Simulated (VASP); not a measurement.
# InSb (CsCl type) (Pm-3m) in VASP: a series of runs, part 2 of 2

VASP 6.6.1. Earlier steps stand in the parts before.

**3. Single point, PBE**

INCAR

```
PREC = Accurate ; ENCUT = 520
EDIFF = 1E-6 ; ISMEAR = -1
SIGMA = 0.08 ; LREAL = F
LASPH = T ; NELM = 80
ALGO = Normal ; ISIF = 2
LWAVE = F ; LCHARG = F
GGA = PE ; NBANDS = 16
```

KPOINTS

```
Automatic mesh
0
Gamma
  11 11 11
```

POSCAR

```
InSb
1.0
    3.8062691655      0.0000000000      0.0000000000
    0.0000000000      3.8062691655      0.0000000000
    0.0000000000      0.0000000000      3.8062691655
In Sb
1 1
Direct
    0.0000000000      0.0000000000      0.0000000000
    0.5000000000      0.5000000000      0.5000000000
```

Potentials or basis: VASP PAW PBE potentials, release 64 (In_d, Sb).

Run with:

```
cat potpaw_PBE.64/In_d/POTCAR potpaw_PBE.64/Sb/POTCAR > POTCAR
mpirun -np 1 vasp_std > vasp.out
```

OUTCAR:

```text
PREC = Accurate
   ENCUT = 520
   EDIFF = 1E-6
   ISMEAR = -1
   LREAL = F
   LASPH = T
   NELM = 80
   ISIF = 2
   GGA = PE

 ion  position               nearest neighbor table
   1  0.000  0.000  0.000-   2 3.30   2 3.30   2 3.30   2 3.30   2 3.30   2 3.30   2 3.30   2 3.30

   2  0.500  0.500  0.500-   1 3.30   1 3.30   1 3.30   1 3.30   1 3.30   1 3.30   1 3.30   1 3.30

  LATTYP: Found a simple cubic cell.
 ALAT       =     3.8062691655

  Lattice vectors:

 A1 = (   3.8062691655,   0.0000000000,   0.0000000000)
 A2 = (   0.0000000000,   3.8062691655,   0.0000000000)
 A3 = (   0.0000000000,   0.0000000000,   3.8062691655)

Analysis of symmetry for initial positions (statically):
=====================================================================
 Subroutine PRICEL returns:
 Original cell was already a primitive cell.

 Routine SETGRP: Setting up the symmetry group for a
 simple cubic supercell.

 Subroutine GETGRP returns: Found 48 space group operations
 (whereof 48 operations were pure point group operations)
 out of a pool of 48 trial point group operations.

The static configuration has the point symmetry O_h .

Analysis of symmetry for dynamics (positions and initial velocities):
=====================================================================
 Subroutine PRICEL returns:
 Original cell was already a primitive cell.

 Routine SETGRP: Setting up the symmetry group for a
 simple cubic supercell.

 Subroutine GETGRP returns: Found 48 space group operations
 (whereof 48 operations were pure point group operations)
 out of a pool of 48 trial point group operations.

The dynamic configuration has the point symmetry O_h .

 Subroutine INISYM returns: Found 48 space group operations
 (whereof 48 operations are pure point group operations),
 and found     1 'primitive' translations

----------------------------------------------------------------------------------------

                                     Primitive cell

  volume of cell :      55.1440

  direct lattice vectors                    reciprocal lattice vectors
     3.806269165  0.000000000  0.000000000     0.262724457  0.000000000  0.000000000
     0.000000000  3.806269165  0.000000000     0.000000000  0.262724457  0.000000000
     0.000000000  0.000000000  3.806269165     0.000000000  0.000000000  0.262724457

  length of vectors
     3.806269165  3.806269165  3.806269165     0.262724457  0.262724457  0.262724457

  position of ions in fractional coordinates (direct lattice)
     0.000000000  0.000000000  0.000000000
     0.500000000  0.500000000  0.500000000

  ion indices of the primitive-cell ions
   primitive index   ion index
                 1           1
                 2           2

----------------------------------------------------------------------------------------

 KPOINTS: Automatic mesh

Automatic generation of k-mesh.
 Grid dimensions read from file:
 generate k-points for:   11   11   11

 Generating k-lattice:

  Cartesian coordinates                     Fractional coordinates (reciprocal lattice)
     0.023884042  0.000000000  0.000000000     0.090909091  0.000000000  0.000000000
     0.000000000  0.023884042  0.000000000     0.000000000  0.090909091  0.000000000
     0.000000000  0.000000000  0.023884042     0.000000000  0.000000000  0.090909091

  Length of vectors
     0.023884042  0.023884042  0.023884042

  Shift w.r.t. Gamma in fractional coordinates (k-lattice)
     0.000000000  0.000000000  0.000000000

 Subroutine IBZKPT returns following result:
 ===========================================

 Found     56 irreducible k-points:

 Following reciprocal coordinates:
            Coordinates               Weight
  0.000000  0.000000  0.000000      1.000000
  0.090909  0.000000  0.000000      6.000000
  0.181818  0.000000  0.000000      6.000000
  0.272727  0.000000  0.000000      6.000000
  0.363636  0.000000  0.000000      6.000000
  0.454545  0.000000  0.000000      6.000000
[... 16 lines left out ...]
  0.181818  0.090909  0.090909     24.000000
  0.272727  0.090909  0.090909     24.000000
 [... further k-points ...]
   k-points           NKPTS =     56   k-points in BZ     NKDIM =     56   number of bands    NBANDS=     16
   number of dos      NEDOS =    301   number of ions     NIONS =      2
   total plane-waves  NPLWV =  21952
   dimension x,y,z NGX =    28 NGY =   28 NGZ =   28
   dimension x,y,z NGXF=    56 NGYF=   56 NGZF=   56
   ions per type =               1   1
   NGX,Y,Z   is equivalent  to a cutoff of  12.23, 12.23, 12.23 a.u.
   NGXF,Y,Z  is equivalent  to a cutoff of  24.46, 24.46, 24.46 a.u.
 SYSTEM =  unknown system
   PREC   = accura    normal or accurate (medium, high low for compatibility)
   ISTART =      0    job   : 0-new  1-cont  2-samecut
   ICHARG =      2    charge: 1-file 2-atom 10-const
   ISPIN  =      1    spin polarized calculation?
   LNONCOLLINEAR =      F non collinear calculations
   LSORBIT =      F    spin-orbit coupling
   LASPH  =      T    aspherical Exc in radial PAW
   ENCUT  =  520.0 eV  38.22 Ry    6.18 a.u.   7.08  7.08  7.08*2*pi/ulx,y,z
   NELM   =     80;   NELMIN=  2; NELMDL= -5     # of ELM steps
   EDIFF  = 0.1E-05   stopping-criterion for ELM
   LREAL  =      F    real-space projection
   EDIFFG = 0.1E-04   stopping-criterion for IOM
   NSW    =      0    number of steps for IOM
   IBRION =     -1    ionic relax: 0-MD 1-quasi-New 2-CG
   NFREE  =      0    steps in history (QN), initial steepest desc. (CG)
   ISIF   =      2    stress and relaxation
   ISYM   =      2    0-nonsym 1-usesym 2-fastsym
   POTIM  = 0.5000    time-step for ionic-motion
   TEBEG  =    0.0;   TEEND  =   0.0 temperature during run
   PSTRESS=    0.0 pullay stress
   NELECT =      18.0000    total number of electrons
   NUPDOWN=      -1.0000    fix difference up-down
   EMIN   =  10.00;   EMAX   =-10.00  energy-range for DOS
   EFERMI =   0.00;   METHOD = LEGACY
   ISMEAR =    -1;   SIGMA  =   0.08  broadening in eV -4-tet -1-fermi 0-gaus
   EFERMI_NEDOS =   21; number of points for ismear=-14 and -15
   IALGO  =     38    algorithm
   IMIX   =      4    mixing-type and parameters
     AMIX     =   0.40;   BMIX     =  1.00
     AMIX_MAG =   1.60;   BMIX_MAG =  1.00
  volume/ion in A,a.u.               =      27.57       186.07
  Fermi-wavevector in a.u.,A,eV,Ry     =   1.127196  2.130092 17.287171  1.270571
  Thomas-Fermi vector in A             =   2.263881
   LORBIT       =      0    0 simple, 1 ext, 2 COOP (PROOUT), +10 PAW based schemes
   GGA     = PE    functional components
   LHFCALC =     F    Hartree Fock is set to
   AEXX    =    0.0000 exact exchange contribution
   IVDW    =     0    specifies the selected vdW correction
   LEPSILON=     F    determine dielectric tensor
   LRPA    =     F    only Hartree local field effects (RPA)
 non-spin polarized calculation
  energy-cutoff  :      520.00
  volume of cell :       55.14
 maximum number of plane-waves:      1503
   NGX = 15   NGY = 15   NGZ = 15

 number of electron      17.9999988 magnetization

 Free energy of the ion-electron system (eV)
  ---------------------------------------------------
  ext. energy  EPLUGINS =         0.00000000
  ---------------------------------------------------
  free energy    TOTEN  =        -6.49508928 eV

  energy without entropy =       -6.46483573  energy(sigma->0) =       -6.47996251

 E-fermi :   7.4346     XC(G=0): -10.0635

 val. band max:        7.3925687205   @ k =   0.2727   0.2727   0.0909
 cond. band min:       7.4733002609   @ k =   0.4545   0.1818   0.1818
 fundamental gap:      0.0807315404
 Fermi energy:         7.4345830939

 k-point     1 :       0.0000    0.0000    0.0000
  band No.  band energies     occupation
      1      -7.0554      2.00000
      2      -7.0554      2.00000
      3      -6.9504      2.00000
      4      -6.9504      2.00000
      5      -6.9504      2.00000
      6      -3.8576      2.00000
[... 8 lines left out ...]
     15      15.6840      0.00000
     16      19.4978      0.00000

 k-point     2 :       0.0909    0.0000    0.0000
  band No.  band energies     occupation
      1      -7.0548      2.00000
      2      -7.0476      2.00000
      3      -6.9539      2.00000
      4      -6.9539      2.00000
      5      -6.9502      2.00000
      6      -3.7795      2.00000
[... 8 lines left out ...]
     15      15.2827      0.00000
     16      18.8681      0.00000
[... 387 lines left out ...]
      5      -6.9562      2.00000
      6      -3.3904      2.00000
[... 8 lines left out ...]
     15      14.8433      0.00000
     16      17.8376      0.00000

 k-point    24 :       0.2727    0.0909    0.0909
  band No.  band energies     occupation
      1      -7.0393      2.00000
      2      -6.9942      2.00000
      3      -6.9839      2.00000
      4      -6.9792      2.00000
      5      -6.9552      2.00000
      6      -3.0237      2.00000
[... 8 lines left out ...]
     15      15.8406      0.00000
     16      17.2531      0.00000

 [... further k-points ...]
[... 5 lines left out ...]
  --------------------------------------------------------------------------------------
  -------------------------------------------------------------------------------------
  Total       -0.0250419     -0.0250419     -0.0250419      0.0000000      0.0000000     -0.0000000
  in kB       -0.7275773     -0.7275773     -0.7275773      0.0000000      0.0000000     -0.0000000
  external PRESSURE =      -0.7275773 kB  Pullay stress =       0.0000000 kB

 VOLUME and BASIS-vectors are now :
 -----------------------------------------------------------------------------
  energy-cutoff  :      520.00
  volume of cell :       55.14
      direct lattice vectors                 reciprocal lattice vectors
     3.806269165  0.000000000  0.000000000     0.262724457  0.000000000  0.000000000
     0.000000000  3.806269165  0.000000000     0.000000000  0.262724457  0.000000000
     0.000000000  0.000000000  3.806269165     0.000000000  0.000000000  0.262724457

 POSITION                                       TOTAL-FORCE (eV/Angst)
 -----------------------------------------------------------------------------------
      0.00000      0.00000      0.00000         0.000000      0.000000      0.000000
      1.90313      1.90313      1.90313         0.000000      0.000000      0.000000
 -----------------------------------------------------------------------------------
    total drift:                               -0.000000      0.000000     -0.000000

  FREE ENERGIE OF THE ION-ELECTRON SYSTEM (eV)
  ---------------------------------------------------
  free  energy   TOTEN  =        -6.4950892805 eV

  energy  without entropy=       -6.4648357296  energy(sigma->0) =       -6.47996251
```

OSZICAR:

```text
N       E                     dE             d eps       ncg     rms          rms(c)
DAV:   1     0.109278229408E+03    0.10928E+03   -0.79899E+03  1792   0.119E+03
DAV:   2    -0.120259544382E+00   -0.10940E+03   -0.10620E+03  2008   0.289E+02
DAV:   3    -0.637304578887E+01   -0.62528E+01   -0.62039E+01  2328   0.687E+01
DAV:   4    -0.652370098249E+01   -0.15066E+00   -0.15061E+00  2264   0.113E+01
DAV:   5    -0.653042421773E+01   -0.67232E-02   -0.67231E-02  2672   0.204E+00    0.262E+00
DAV:   6    -0.650037376397E+01    0.30050E-01   -0.49504E-02  2352   0.369E+00    0.148E+00
DAV:   7    -0.649548724257E+01    0.48865E-02   -0.15846E-02  2448   0.158E+00    0.291E-01
DAV:   8    -0.649507068563E+01    0.41656E-03   -0.15753E-03  2328   0.536E-01    0.845E-02
DAV:   9    -0.649509331819E+01   -0.22633E-04   -0.15305E-04  2448   0.102E-01    0.452E-02
DAV:  10    -0.649509003112E+01    0.32871E-05   -0.53802E-06  2272   0.195E-02    0.193E-02
DAV:  11    -0.649508928047E+01    0.75064E-06   -0.12415E-06  1648   0.162E-02
   1 F= -.64950893E+01 E0= -.64799625E+01  d E =-.302536E-01
```

Run time: 25 s. Hardware: 1 thread of Intel Xeon Platinum 8259CL at 2.50GHz (Skylake/Cascade Lake), shared host; peak memory 0.19 GiB.

Results:

- Free energy: -6.4951 eV
- Pressure: -0.1 GPa
- Band gap on the k mesh: zero (band 9 reaches 8.63 eV, above the bottom of band 10 at 5.33 eV)

Levels at points of the mesh, in eV from the Fermi level:
| k point | band 6 | band 7 | band 8 | band 9 | band 10 | band 11 | band 12 | band 13 |
| --- | --- | --- | --- | --- | --- | --- | --- | --- |
| (0.00, 0.00, 0.00) | -11.29 | -2.15 | -0.61 | -0.61 | -0.61 | 4.11 | 4.11 | 8.25 |

Caveat: spin-orbit coupling is left out, which moves the levels of the heavy elements.
